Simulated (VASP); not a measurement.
# CdS (ke600) (F-43m) in VASP: vibrations by perturbation theory with LDA

Aim: the vibrations by perturbation theory of CdS (ke600) with LDA.

All numbers are computed with VASP 6.6.1; they aren't measurements. Logs are shortened: lines on timing, memory, paths and dates and some standing lists are left out, and cuts for length are marked.

### 1 The cell of the first run

It takes space group F-43m (No. 216, cubic). The conventional cell has a = 5.757 Å, b = 5.757 Å, c = 5.757 Å, α = 90.00°, β = 90.00°, γ = 90.00°. Cd (site symmetry -43m) has 4 S at 2.49 Å within 3.3 Å. S (site symmetry -43m) has 4 Cd at 2.49 Å within 3.3 Å.

### 2 Vibrations by perturbation theory, LDA

Input file INCAR:

```
SYSTEM = CdS
  PREC = Accurate
  ENCUT = 520
  EDIFF = 1E-8
  ISMEAR = 0
  SIGMA = 0.01
  LREAL = .FALSE.
  LASPH = .TRUE.
  NELM = 60
  ALGO = Normal
  ISIF = 2
  LWAVE = .FALSE.
  LCHARG = .FALSE.
  IBRION = 8
  NSW = 1
  LEPSILON = .TRUE.
```

Input file KPOINTS:

```
regular mesh
0
G
  8 8 8
  0 0 0
```

Input file POSCAR:

```
CdS
1.0
    0.0000000000      2.8784522477      2.8784522477
    2.8784522477      0.0000000000      2.8784522477
    2.8784522477      2.8784522477      0.0000000000
Cd S
1 1
Direct
    0.0000000000      0.0000000000      0.0000000000
    0.7500000000      0.7500000000      0.7500000000
```

Potentials or basis: VASP PAW LDA potentials, release 64 (Cd, S).

Run with:

```bash
$ cat potpaw_LDA.64/Cd/POTCAR potpaw_LDA.64/S/POTCAR > POTCAR
$ mpirun -np 1 vasp_std > vasp.out
```

OUTCAR:

```text
SYSTEM = CdS
   PREC = Accurate
   ENCUT = 520
   EDIFF = 1E-8
   ISMEAR = 0
   LREAL = .FALSE.
   LASPH = .TRUE.
   NELM = 60
   ISIF = 2
   IBRION = 8
   NSW = 1
   LEPSILON = .TRUE.

 ion  position               nearest neighbor table
   1  0.000  0.000  0.000-   2 2.49   2 2.49   2 2.49   2 2.49
   2  0.750  0.750  0.750-   1 2.49   1 2.49   1 2.49   1 2.49

  LATTYP: Found a face centered cubic cell.
 ALAT       =     5.7569044954

  Lattice vectors:

 A1 = (   0.0000000000,   2.8784522477,   2.8784522477)
 A2 = (   2.8784522477,   0.0000000000,   2.8784522477)
 A3 = (   2.8784522477,   2.8784522477,   0.0000000000)

Analysis of symmetry for initial positions (statically):
=====================================================================
 Subroutine PRICEL returns:
 Original cell was already a primitive cell.

 Routine SETGRP: Setting up the symmetry group for a
 face centered cubic supercell.

 Subroutine GETGRP returns: Found 24 space group operations
 (whereof 24 operations were pure point group operations)
 out of a pool of 48 trial point group operations.

The static configuration has the point symmetry T_d .

Analysis of symmetry for dynamics (positions and initial velocities):
=====================================================================
 Subroutine PRICEL returns:
 Original cell was already a primitive cell.

 Routine SETGRP: Setting up the symmetry group for a
 face centered cubic supercell.

 Subroutine GETGRP returns: Found 24 space group operations
 (whereof 24 operations were pure point group operations)
 out of a pool of 48 trial point group operations.

The dynamic configuration has the point symmetry T_d .

 Subroutine INISYM returns: Found 24 space group operations
 (whereof 24 operations are pure point group operations),
 and found     1 'primitive' translations

----------------------------------------------------------------------------------------

[... 616 lines left out ...]
 MACROSCOPIC STATIC DIELECTRIC TENSOR (including local field effects in DFT)
 ------------------------------------------------------
           7.258052     0.000000     0.000000
          -0.000000     7.258052    -0.000000
          -0.000000    -0.000000     7.258052
 ------------------------------------------------------

 PIEZOELECTRIC TENSOR (including local field effects)  for field in x, y, z        (e  Angst)
          XX          YY          ZZ          XY          YZ          ZX
  --------------------------------------------------------------------------------
  x     0.00000    -0.00000    -0.00000     0.00000     1.90470     0.00000
  y    -0.00000    -0.00000    -0.00000     0.00000     0.00000     1.90470
  z    -0.00000    -0.00000    -0.00000     1.90470     0.00000     0.00000

 PIEZOELECTRIC TENSOR (including local field effects)  for field in x, y, z        (C/m^2)
          XX          YY          ZZ          XY          YZ          ZX
  --------------------------------------------------------------------------------
  x     0.00000    -0.00000    -0.00000     0.00000     0.63978     0.00000
  y    -0.00000    -0.00000    -0.00000     0.00000     0.00000     0.63978
  z    -0.00000    -0.00000    -0.00000     0.63978     0.00000     0.00000

 BORN EFFECTIVE CHARGES (including local field effects) (in |e|, cummulative output)
 ---------------------------------------------------------------------------------
 ion    1
    1     2.16979     0.00000     0.00000
    2     0.00000     2.16979     0.00000
    3    -0.00000     0.00000     2.16979
 ion    2
    1    -2.16979     0.00000     0.00000
    2     0.00000    -2.16979     0.00000
    3     0.00000     0.00000    -2.16979

 INTERNAL STRAIN TENSOR FOR ION    2 for displacements in x,y,z  (eV/Angst):
          X           Y           Z          XY          YZ          ZX
  --------------------------------------------------------------------------------
  x     0.00000     0.00000     0.00000     0.00000     7.45391     0.00000
  y     0.00000     0.00000     0.00000     0.00000     0.00000     7.45391
  z     0.00000     0.00000     0.00000     7.45391     0.00000     0.00000

 SECOND DERIVATIVES (NOT SYMMETRIZED)
 ------------------------------------
               1X          1Y          1Z          2X          2Y          2Z
  1X    -5.681707    0.000000    0.000000    5.681707    0.000000    0.000000
  1Y     0.000000   -5.681707    0.000000    0.000000    5.681707    0.000000
  1Z     0.000000    0.000000   -5.681707    0.000000    0.000000    5.681707
  2X     5.667600    0.000000    0.000000   -5.667600    0.000000    0.000000
  2Y     0.000000    5.667600    0.000000    0.000000   -5.667600    0.000000
  2Z     0.000000    0.000000    5.667600    0.000000    0.000000   -5.667600

 Eigenvectors and eigenvalues of the dynamical matrix
 ----------------------------------------------------

   1 f  =    7.453202 THz    46.829847 2PiTHz  248.612048 cm-1    30.823952 meV
             X         Y         Z           dx          dy          dz
      0.000000  0.000000  0.000000     0.000000   -0.471567   -0.000000
      4.317678  4.317678  4.317678    -0.000000    0.881830   -0.000000
[... 21 lines left out ...]
   6 f/i=    0.003852 THz     0.024205 2PiTHz    0.128501 cm-1     0.015932 meV
             X         Y         Z           dx          dy          dz
      0.000000  0.000000  0.000000    -0.446028   -0.391710    0.652110
      4.317678  4.317678  4.317678    -0.238517   -0.209471    0.348721

--------------------------------------------------------------------------------------------------------

 MACROSCOPIC STATIC DIELECTRIC TENSOR IONIC CONTRIBUTION
 ------------------------------------------------------
           3.147423     0.000000    -0.000000
           0.000000     3.147423     0.000000
          -0.000000     0.000000     3.147423
 ------------------------------------------------------

 ELASTIC MODULI CONTR FROM IONIC RELAXATION (kBar)
 Direction    XX          YY          ZZ          XY          YZ          ZX
 --------------------------------------------------------------------------------
 XX          -0.0000      0.0000      0.0000      0.0000     -0.0000      0.0000
 YY           0.0000     -0.0000      0.0000      0.0000      0.0000      0.0000
 ZZ           0.0000      0.0000     -0.0000     -0.0000      0.0000      0.0000
 XY           0.0000      0.0000     -0.0000   -333.7011      0.0000      0.0000
 YZ          -0.0000      0.0000      0.0000      0.0000   -333.7011      0.0000
 ZX           0.0000      0.0000      0.0000      0.0000      0.0000   -333.7011
 --------------------------------------------------------------------------------

 PIEZOELECTRIC TENSOR IONIC CONTR  for field in x, y, z        (C/m^2)
          XX          YY          ZZ          XY          YZ          ZX
  --------------------------------------------------------------------------------
  x    -0.00000     0.00000     0.00000     0.00000    -0.96434     0.00000
  y     0.00000     0.00000     0.00000     0.00000     0.00000    -0.96434
  z     0.00000     0.00000    -0.00000    -0.96434     0.00000     0.00000
```

stdout:

```text
POSCAR found type information on POSCAR CdS
 POSCAR found :  2 types and       2 ions
 scaLAPACK will be used
 LDA part: xc-table for (Slater(with rela. corr.)+CA(PZ))
 , standard interpolation
 POSCAR, INCAR and KPOINTS ok, starting setup
 FFT: planning ... GRIDC
 FFT: planning ... GRID_SOFT
 FFT: planning ... GRID
[... 24 lines left out ...]
 Linear response to external field, progress :
  Direction:   3
 dielectric tensor                  component  3 :     1.008     0.888     7.258
 Linear response DOF=           2
 Linear response progress:
 first order change of Fermi-energy  -0.30958E+00
 force on displaced ion       1 direction 1 :  -5.682  -0.000  -0.000
 Born effective charge ion    1 direction 1 :   2.154   0.000   0.000
 Linear response progress:
 first order change of Fermi-energy   0.30989E+00
 force on displaced ion       2 direction 1 :  -5.668  -0.000  -0.000
 Born effective charge ion    2 direction 1 :  -2.185   0.000   0.000
 Born effective charges drift removed
 Linear response finished
```

It took 3.6 min on 1 thread of Intel Xeon 6975P-C (Granite Rapids), shared host; peak memory 0.28 GiB.

What came out:

```yaml
Electronic_dielectric_tensor_diagonal: 7.26
Born_charges_mean_of_the_diagonal: Cd +2.17; S -2.17 e
Highest_phonon_frequency_at_Γ_LO-TO_splitting_left_out: 249 cm⁻¹
```

Phonon frequencies in cm⁻¹ (negative: imaginary):
```tsv
q point	frequencies
(0.000, 0.000, 0.000)	0 0 0 249 249 249
```

Electronic dielectric tensor:
```
7.26 0.00 0.00
0.00 7.26 0.00
0.00 0.00 7.26
```

Born effective charge tensors (e):
atom 1, Cd
```
2.17 0.00 0.00
0.00 2.17 0.00
0.00 0.00 2.17
```
atom 2, S
```
-2.17  0.00  0.00
 0.00 -2.17  0.00
 0.00  0.00 -2.17
```
